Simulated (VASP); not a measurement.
# InPd (Pm-3m) in VASP: a series of runs

InPd is run at these levels: PBE; tasks: single point, relaxation of cell and atoms.

All numbers are computed with VASP 6.6.1; they aren't measurements. Logs are shortened: lines on timing, memory, paths and dates and some standing lists are left out, and cuts for length are marked.

### 1 The cell of the first run

The structure is cubic, space group Pm-3m (No. 221). Conventional cell: a = 3.286 Å, b = 3.286 Å, c = 3.286 Å, α = 90.00°, β = 90.00°, γ = 90.00°. Within 3.7 Å of In (site symmetry m-3m) lie 8 Pd at 2.85 Å and 6 In at 3.29 Å. Within 3.7 Å of Pd (site symmetry m-3m) lie 8 In at 2.85 Å and 6 Pd at 3.29 Å.

### 2 Single point, PBE

INCAR reads:

```
ALGO = Fast
EDIFF = 1E-6
ENCUT = 520
GGA = PE
ISIF = 2
ISMEAR = -1
LASPH = True
LCHARG = True
LELF = True
LREAL = False
LVHAR = True
LWAVE = False
NBANDS = 18
NELM = 100
PREC = Accurate
SIGMA = 0.05
```

KPOINTS reads:

```
k-points
0
Gamma
  8 8 8
```

POSCAR reads:

```
InPd
1.0
    3.2857104707      0.0000000000      0.0000000000
    0.0000000000      3.2857104707      0.0000000000
    0.0000000000      0.0000000000      3.2857104707
In Pd
1 1
Direct
    0.0000000000      0.0000000000      0.0000000000
    0.5000000000      0.5000000000      0.5000000000
```

Potentials or basis: VASP PAW PBE potentials, release 64 (In_d, Pd).

On the command line:

```console
cat potpaw_PBE.64/In_d/POTCAR potpaw_PBE.64/Pd/POTCAR > POTCAR
mpirun -np 1 vasp_std > vasp.out
```

OUTCAR:

```text
EDIFF = 1E-6
   ENCUT = 520
   GGA = PE
   ISIF = 2
   ISMEAR = -1
   LASPH = True
   LREAL = False
   NELM = 100
   PREC = Accurate

 ion  position               nearest neighbor table
   1  0.000  0.000  0.000-   2 2.85   2 2.85   2 2.85   2 2.85   2 2.85   2 2.85   2 2.85   2 2.85

   2  0.500  0.500  0.500-   1 2.85   1 2.85   1 2.85   1 2.85   1 2.85   1 2.85   1 2.85   1 2.85

  LATTYP: Found a simple cubic cell.
 ALAT       =     3.2857104707

  Lattice vectors:

 A1 = (   3.2857104707,   0.0000000000,   0.0000000000)
 A2 = (   0.0000000000,   3.2857104707,   0.0000000000)
 A3 = (   0.0000000000,   0.0000000000,   3.2857104707)

Analysis of symmetry for initial positions (statically):
=====================================================================
 Subroutine PRICEL returns:
 Original cell was already a primitive cell.

 Routine SETGRP: Setting up the symmetry group for a
 simple cubic supercell.

 Subroutine GETGRP returns: Found 48 space group operations
 (whereof 48 operations were pure point group operations)
 out of a pool of 48 trial point group operations.

The static configuration has the point symmetry O_h .

Analysis of symmetry for dynamics (positions and initial velocities):
=====================================================================
 Subroutine PRICEL returns:
 Original cell was already a primitive cell.

 Routine SETGRP: Setting up the symmetry group for a
 simple cubic supercell.

 Subroutine GETGRP returns: Found 48 space group operations
 (whereof 48 operations were pure point group operations)
 out of a pool of 48 trial point group operations.

The dynamic configuration has the point symmetry O_h .

 Subroutine INISYM returns: Found 48 space group operations
 (whereof 48 operations are pure point group operations),
 and found     1 'primitive' translations

----------------------------------------------------------------------------------------

                                     Primitive cell

  volume of cell :      35.4722

  direct lattice vectors                    reciprocal lattice vectors
     3.285710471  0.000000000  0.000000000     0.304348179  0.000000000  0.000000000
     0.000000000  3.285710471  0.000000000     0.000000000  0.304348179  0.000000000
     0.000000000  0.000000000  3.285710471     0.000000000  0.000000000  0.304348179

  length of vectors
     3.285710471  3.285710471  3.285710471     0.304348179  0.304348179  0.304348179

  position of ions in fractional coordinates (direct lattice)
     0.000000000  0.000000000  0.000000000
     0.500000000  0.500000000  0.500000000

  ion indices of the primitive-cell ions
   primitive index   ion index
                 1           1
                 2           2

----------------------------------------------------------------------------------------

 KPOINTS: k-points

Automatic generation of k-mesh.
 Grid dimensions read from file:
 generate k-points for:    8    8    8

 Generating k-lattice:

  Cartesian coordinates                     Fractional coordinates (reciprocal lattice)
     0.038043522  0.000000000  0.000000000     0.125000000  0.000000000  0.000000000
     0.000000000  0.038043522  0.000000000     0.000000000  0.125000000  0.000000000
     0.000000000  0.000000000  0.038043522     0.000000000  0.000000000  0.125000000

  Length of vectors
     0.038043522  0.038043522  0.038043522

  Shift w.r.t. Gamma in fractional coordinates (k-lattice)
     0.000000000  0.000000000  0.000000000

 Subroutine IBZKPT returns following result:
 ===========================================

 Found     35 irreducible k-points:

 Following reciprocal coordinates:
            Coordinates               Weight
  0.000000  0.000000  0.000000      1.000000
  0.125000  0.000000  0.000000      6.000000
  0.250000  0.000000  0.000000      6.000000
  0.375000  0.000000  0.000000      6.000000
  0.500000  0.000000  0.000000      3.000000
  0.125000  0.125000  0.000000     12.000000
[... 16 lines left out ...]
  0.375000  0.375000  0.125000     24.000000
  0.500000  0.375000  0.125000     24.000000
 [... further k-points ...]
   k-points           NKPTS =     35   k-points in BZ     NKDIM =     35   number of bands    NBANDS=     18
   number of dos      NEDOS =    301   number of ions     NIONS =      2
   total plane-waves  NPLWV =  13824
   dimension x,y,z NGX =    24 NGY =   24 NGZ =   24
   dimension x,y,z NGXF=    48 NGYF=   48 NGZF=   48
   ions per type =               1   1
   NGX,Y,Z   is equivalent  to a cutoff of  12.14, 12.14, 12.14 a.u.
   NGXF,Y,Z  is equivalent  to a cutoff of  24.29, 24.29, 24.29 a.u.
 SYSTEM =  unknown system
   PREC   = accura    normal or accurate (medium, high low for compatibility)
   ISTART =      0    job   : 0-new  1-cont  2-samecut
   ICHARG =      2    charge: 1-file 2-atom 10-const
   ISPIN  =      1    spin polarized calculation?
   LNONCOLLINEAR =      F non collinear calculations
   LSORBIT =      F    spin-orbit coupling
   LASPH  =      T    aspherical Exc in radial PAW
   ENCUT  =  520.0 eV  38.22 Ry    6.18 a.u.   6.11  6.11  6.11*2*pi/ulx,y,z
   NELM   =    100;   NELMIN=  2; NELMDL= -5     # of ELM steps
   EDIFF  = 0.1E-05   stopping-criterion for ELM
   LREAL  =      F    real-space projection
   EDIFFG = 0.1E-04   stopping-criterion for IOM
   NSW    =      0    number of steps for IOM
   IBRION =     -1    ionic relax: 0-MD 1-quasi-New 2-CG
   NFREE  =      0    steps in history (QN), initial steepest desc. (CG)
   ISIF   =      2    stress and relaxation
   ISYM   =      2    0-nonsym 1-usesym 2-fastsym
   POTIM  = 0.5000    time-step for ionic-motion
   TEBEG  =    0.0;   TEEND  =   0.0 temperature during run
   PSTRESS=    0.0 pullay stress
   NELECT =      23.0000    total number of electrons
   NUPDOWN=      -1.0000    fix difference up-down
   EMIN   =  10.00;   EMAX   =-10.00  energy-range for DOS
   EFERMI =   0.00;   METHOD = LEGACY
   ISMEAR =    -1;   SIGMA  =   0.05  broadening in eV -4-tet -1-fermi 0-gaus
   EFERMI_NEDOS =   21; number of points for ismear=-14 and -15
   IALGO  =     68    algorithm
   IMIX   =      4    mixing-type and parameters
     AMIX     =   0.40;   BMIX     =  1.00
     AMIX_MAG =   1.60;   BMIX_MAG =  1.00
  volume/ion in A,a.u.               =      17.74       119.69
  Fermi-wavevector in a.u.,A,eV,Ry     =   1.416951  2.677649 27.317097  2.007750
  Thomas-Fermi vector in A             =   2.538232
   LORBIT       =      0    0 simple, 1 ext, 2 COOP (PROOUT), +10 PAW based schemes
   GGA     = PE    functional components
   LHFCALC =     F    Hartree Fock is set to
   AEXX    =    0.0000 exact exchange contribution
   IVDW    =     0    specifies the selected vdW correction
   LEPSILON=     F    determine dielectric tensor
   LRPA    =     F    only Hartree local field effects (RPA)
 non-spin polarized calculation
 RMM-DIIS sequential band-by-band and
  energy-cutoff  :      520.00
  volume of cell :       35.47
 maximum number of plane-waves:       972
   NGX = 13   NGY = 13   NGZ = 13

 number of electron      23.0000001 magnetization

 Free energy of the ion-electron system (eV)
  ---------------------------------------------------
  ext. energy  EPLUGINS =         0.00000000
  ---------------------------------------------------
  free energy    TOTEN  =        -8.74633705 eV

  energy without entropy =       -8.73618159  energy(sigma->0) =       -8.74125932

 E-fermi :  10.2126     XC(G=0): -12.1599

 val. band max:       10.1991979542   @ k =   0.3750   0.3750   0.1250
 cond. band min:      10.5144135777   @ k =   0.5000   0.3750   0.3750
 fundamental gap:      0.3152156235
 Fermi energy:        10.2126176873

 k-point     1 :       0.0000    0.0000    0.0000
  band No.  band energies     occupation
      1      -4.6428      2.00000
      2      -4.6428      2.00000
      3      -4.2496      2.00000
      4      -4.2496      2.00000
      5      -4.2496      2.00000
      6       0.3380      2.00000
[... 10 lines left out ...]
     17      20.7886      0.00000
     18      26.2821      0.00000

 k-point     2 :       0.1250    0.0000    0.0000
  band No.  band energies     occupation
      1      -4.6349      2.00000
      2      -4.5930      2.00000
      3      -4.2648      2.00000
      4      -4.2648      2.00000
      5      -4.2452      2.00000
      6       0.5834      2.00000
[... 10 lines left out ...]
     17      22.2608      0.00000
     18      25.7450      0.00000

 k-point     3 :       0.2500    0.0000    0.0000
  band No.  band energies     occupation
      1      -4.6156      2.00000
      2      -4.4734      2.00000
      3      -4.3013      2.00000
      4      -4.3013      2.00000
      5      -4.2345      2.00000
      6       1.3136      2.00000
[... 10 lines left out ...]
     17      24.8809      0.00000
     18      25.1960      0.00000

 k-point     4 :       0.3750    0.0000    0.0000
  band No.  band energies     occupation
      1      -4.5962      2.00000
      2      -4.3545      2.00000
      3      -4.3374      2.00000
      4      -4.3374      2.00000
      5      -4.2237      2.00000
      6       2.4945      2.00000
[... 10 lines left out ...]
     17      22.8444      0.00000
     18      22.9138      0.00000

 k-point     5 :       0.5000    0.0000    0.0000
  band No.  band energies     occupation
      1      -4.5882      2.00000
      2      -4.3523      2.00000
      3      -4.3523      2.00000
      4      -4.3056      2.00000
      5      -4.2193      2.00000
      6       3.7731      2.00000
[... 10 lines left out ...]
     17      20.9395      0.00000
     18      21.1083      0.00000

 k-point     6 :       0.1250    0.1250    0.0000
  band No.  band energies     occupation
      1      -4.6074      2.00000
      2      -4.5631      2.00000
      3      -4.2835      2.00000
      4      -4.2689      2.00000
      5      -4.2546      2.00000
      6       0.8259      2.00000
[... 307 lines left out ...]
 k-point    21 :       0.3750    0.2500    0.1250
  band No.  band energies     occupation
      1      -4.4589      2.00000
      2      -4.4477      2.00000
      3      -4.3734      2.00000
      4      -4.3239      2.00000
      5      -4.2454      2.00000
      6       3.3471      2.00000
[... 10 lines left out ...]
     17      22.6441      0.00000
     18      23.7743      0.00000

 k-point    22 :       0.5000    0.2500    0.1250
  band No.  band energies     occupation
      1      -4.4751      2.00000
      2      -4.4498      2.00000
      3      -4.3915      2.00000
      4      -4.3243      2.00000
      5      -4.1959      2.00000
      6       4.0416      2.00000
[... 10 lines left out ...]
     17      22.5514      0.00000
     18      24.5111      0.00000

 k-point    23 :       0.3750    0.3750    0.1250
  band No.  band energies     occupation
      1      -4.5207      2.00000
      2      -4.4202      2.00000
      3      -4.3825      2.00000
      4      -4.3730      2.00000
      5      -4.1454      2.00000
      6       3.9446      2.00000
[... 10 lines left out ...]
     17      21.1784      0.00000
     18      23.3429      0.00000

 k-point    24 :       0.5000    0.3750    0.1250
  band No.  band energies     occupation
      1      -4.5494      2.00000
      2      -4.4107      2.00000
      3      -4.3994      2.00000
      4      -4.3798      2.00000
      5      -4.0984      2.00000
      6       4.2492      2.00000
[... 10 lines left out ...]
     17      21.3209      0.00000
     18      23.2734      0.00000

 [... further k-points ...]
[... 5 lines left out ...]
  --------------------------------------------------------------------------------------
  -------------------------------------------------------------------------------------
  Total        0.4477662      0.4477662      0.4477662     -0.0000000      0.0000000     -0.0000000
  in kB       20.2243229     20.2243229     20.2243229     -0.0000000      0.0000000     -0.0000000
  external PRESSURE =      20.2243229 kB  Pullay stress =       0.0000000 kB

 VOLUME and BASIS-vectors are now :
 -----------------------------------------------------------------------------
  energy-cutoff  :      520.00
  volume of cell :       35.47
      direct lattice vectors                 reciprocal lattice vectors
     3.285710471  0.000000000  0.000000000     0.304348179  0.000000000  0.000000000
     0.000000000  3.285710471  0.000000000     0.000000000  0.304348179  0.000000000
     0.000000000  0.000000000  3.285710471     0.000000000  0.000000000  0.304348179

 POSITION                                       TOTAL-FORCE (eV/Angst)
 -----------------------------------------------------------------------------------
      0.00000      0.00000      0.00000         0.000000      0.000000      0.000000
      1.64286      1.64286      1.64286         0.000000      0.000000      0.000000
 -----------------------------------------------------------------------------------
    total drift:                                0.000000      0.000000     -0.000000

  FREE ENERGIE OF THE ION-ELECTRON SYSTEM (eV)
  ---------------------------------------------------
  free  energy   TOTEN  =        -8.7463370497 eV

  energy  without entropy=       -8.7361815867  energy(sigma->0) =       -8.74125932
```

It took 8.9 s on 1 thread of Intel Xeon 6975P-C (Granite Rapids), shared host; peak memory 0.14 GiB.

Results:

```yaml
Free_energy: -8.7463 eV
Pressure: 2.0 GPa
```

Caveat: spin-orbit coupling is left out, which moves the levels of the heavy elements.

### 3 Single point, PBE

This run uses another cell than the first one, of 17.34 Å³/atom, 0.978 times its volume.

INCAR reads:

```
PREC = Accurate
ENCUT = 520
EDIFF = 1E-6
ISMEAR = -1
SIGMA = 0.05
LREAL = F
LASPH = T
NELM = 60
ALGO = Fast
ISIF = 2
LWAVE = F
LCHARG = T
GGA = PE
LELF = T
LVHAR = T
NBANDS = 18
```

KPOINTS reads:

```
Automatic mesh
0
Gamma
  8 8 8
```

POSCAR reads:

```
InPd
1.0
    3.2609773931      0.0000000000      0.0000000000
    0.0000000000      3.2609773931      0.0000000000
    0.0000000000      0.0000000000      3.2609773931
In Pd
1 1
Direct
    0.0000000000      0.0000000000      0.0000000000
    0.5000000000      0.5000000000      0.5000000000
```

Potentials or basis: VASP PAW PBE potentials, release 64 (In_d, Pd).

On the command line:

```console
cat potpaw_PBE.64/In_d/POTCAR potpaw_PBE.64/Pd/POTCAR > POTCAR
mpirun -np 1 vasp_std > vasp.out
```

Wall time 10 s (1 thread of Intel Xeon 6975P-C (Granite Rapids), shared host); peak memory 0.14 GiB.

It converged, with:

| Item | Value |
| --- | --- |
| Free energy | -8.7285 eV |
| Pressure | 5.1 GPa |

Levels at points of the mesh, in eV from the Fermi level:
```
           k point  band 9  band 10  band 11  band 12  band 13  band 14  band 15  band 16
(0.00, 0.00, 0.00)   -2.21    -2.21    -2.21     4.32     4.32     4.32     9.65    10.73
(0.50, 0.00, 0.00)   -3.21    -3.21    -2.29    -1.04     9.73     9.73    10.01    10.87
(0.50, 0.50, 0.00)   -2.62    -2.27    -2.27    -1.63     1.59     2.59     9.63    11.44
(0.50, 0.50, 0.50)   -1.58    -1.58     0.05     3.89     3.89     3.89     4.52     4.52
```

Caveat: spin-orbit coupling is left out, which moves the levels of the heavy elements.

### 4 Single point, PBE

This run uses another cell than the first one, of 18.04 Å³/atom, 1.017 times its volume.

INCAR reads:

```
PREC = Accurate
ENCUT = 520
EDIFF = 1E-6
ISMEAR = -1
SIGMA = 0.05
LREAL = False
LASPH = True
NELM = 80
ALGO = Normal
ISIF = 2
LWAVE = False
LCHARG = True
GGA = PE
LELF = True
LVHAR = True
NBANDS = 18
```

KPOINTS reads:

```
regular mesh
0
Gamma
  8 8 8
```

POSCAR reads:

```
InPd
1.0
    3.3040797185      0.0000000000      0.0000000000
    0.0000000000      3.3040797185      0.0000000000
    0.0000000000      0.0000000000      3.3040797185
In Pd
1 1
Direct
    0.0000000000      0.0000000000      0.0000000000
    0.5000000000      0.5000000000      0.5000000000
```

On the command line:

```console
cat potpaw_PBE.64/In_d/POTCAR potpaw_PBE.64/Pd/POTCAR > POTCAR
mpirun -np 1 vasp_std > vasp.out
```

Wall time 17 s (1 thread of Intel Xeon 6975P-C (Granite Rapids), shared host); peak memory 0.17 GiB.

It converged, with:

```yaml
Free_energy: -8.7505 eV
Pressure: 0.0 GPa
```

Levels at points of the mesh, in eV from the Fermi level:
```tsv
k point	band 8	band 9	band 10	band 11	band 12	band 13	band 14	band 15	band 16	band 17
(0.00, 0.00, 0.00)	-3.59	-2.12	-2.12	-2.12	4.26	4.26	4.26	9.14	10.46	10.46
(0.50, 0.00, 0.00)	-3.56	-3.05	-3.05	-2.18	-1.01	9.39	9.39	9.87	10.62	10.62
(0.50, 0.50, 0.00)	-2.51	-2.51	-2.13	-2.13	-1.56	1.40	2.47	9.35	11.33	11.33
(0.50, 0.50, 0.50)	-4.60	-1.53	-1.53	-0.12	3.84	3.84	3.84	4.36	4.36	4.36
```

Caveat: spin-orbit coupling is left out, which moves the levels of the heavy elements.

### 5 Relaxation of cell and atoms, PBE, target pressure 2 GPa, at which the enthalpy is minimised

This run uses another cell than the first one, of 17.51 Å³/atom, 0.987 times its volume.

INCAR reads:

```
SYSTEM = InPd
  ALGO = Normal
  EDIFF = 1E-6
  EDIFFG = -0.01
  ENCUT = 600
  GGA = PE
  IBRION = 2
  ISIF = 3
  ISMEAR = -1
  LASPH = .True.
  LCHARG = .False.
  LREAL = .False.
  LWAVE = .False.
  NELM = 80
  NSW = 60
  PREC = Accurate
  PSTRESS = 20.0
  SIGMA = 0.05
```

KPOINTS reads:

```
k-points
0
Gamma
  8 8 8
  0 0 0
```

POSCAR reads:

```
InPd
1.0
    3.2718847800      0.0000000000      0.0000000000
    0.0000000000      3.2718847800      0.0000000000
    0.0000000000      0.0000000000      3.2718847800
In Pd
1 1
Direct
    0.0000000000      0.0000000000      0.0000000000
    0.5000000000      0.5000000000      0.5000000000
```

On the command line:

```console
cat potpaw_PBE.64/In_d/POTCAR potpaw_PBE.64/Pd/POTCAR > POTCAR
mpirun -np 1 vasp_std > vasp.out
```

Run time: 27 s. Hardware: 1 thread of Intel Xeon 6975P-C (Granite Rapids), shared host; peak memory 0.17 GiB.

Results (log left out):

| Item | Value |
| --- | --- |
| Free energy | -8.7462 eV |
| Relaxed volume | 17.74 Å³/atom |
| Relaxed cell | a = 3.286 Å, b = 3.286 Å, c = 3.286 Å, α = 90.00°, β = 90.00°, γ = 90.00° |
| Space group after relaxing (to 0.05 Å) | Pm-3m (No. 221) |
| Energy change on relaxing (the enthalpy is what falls) | -4.0 meV/atom |
| Ionic steps | 3 |
| Pressure after relaxing | 2.0 GPa |

The path:
| step | energy change (eV) | largest force (eV/Å) | pressure (GPa) | volume (Å³) |
| --- | --- | --- | --- | --- |
| 1 | 0.0000 | 0.0000 | 3.69 | 35.03 |
| 2 | -0.0116 | 0.0000 | 0.45 | 35.97 |
| 3 | -0.0080 | 0.0000 | 2.02 | 35.48 |

Final structure:
```
CELL_PARAMETERS angstrom
3.28586 0.00000 0.00000
0.00000 3.28586 0.00000
0.00000 0.00000 3.28586
ATOMIC_POSITIONS crystal
In 0.00000 0.00000 0.00000
Pd 0.50000 0.50000 0.50000
```

Levels at points of the mesh, in eV from the Fermi level:
| k point | band 10 | band 11 | band 12 | band 13 | band 14 | band 15 |
| --- | --- | --- | --- | --- | --- | --- |
| (0.00, 0.00, 0.00) | -2.16 | -2.16 | 4.28 | 4.28 | 4.28 | 9.35 |
| (0.50, 0.00, 0.00) | -3.12 | -2.22 | -1.02 | 9.53 | 9.53 | 9.93 |
| (0.50, 0.50, 0.00) | -2.19 | -2.19 | -1.59 | 1.48 | 2.52 | 9.47 |
| (0.50, 0.50, 0.50) | -1.55 | -0.05 | 3.86 | 3.86 | 3.86 | 4.43 |

Caveat: the cell is relaxed towards a set pressure, so the enthalpy falls and the energy may rise; spin-orbit coupling is left out, which moves the levels of the heavy elements.

### 6 Summary

```csv
task,cell,cutoff (eV),gap on the mesh (eV),pressure (GPa)
single point,"a = 3.286 Å, 2 atoms",520,none,2.0
single point,"a = 3.261 Å, 2 atoms",520,none,5.1
single point,"a = 3.304 Å, 2 atoms",520,none,0.0
relaxation of cell and atoms,"relaxed to 2 GPa from a = 3.272 Å, 2 atoms",600,none,2.0
```

Alike in all rows: level PBE; potentials or basis VASP PAW PBE potentials, release 64 (In_d, Pd); no spin polarisation; k mesh 8 × 8 × 8; smearing fermi-dirac 0.05 eV.

Caveats: spin-orbit coupling is left out, which moves the levels of the heavy elements; the cell is relaxed towards a set pressure, so the enthalpy falls and the energy may rise (some runs).

Total energies depend on the potentials used, so only differences within one code and one set of settings carry meaning.
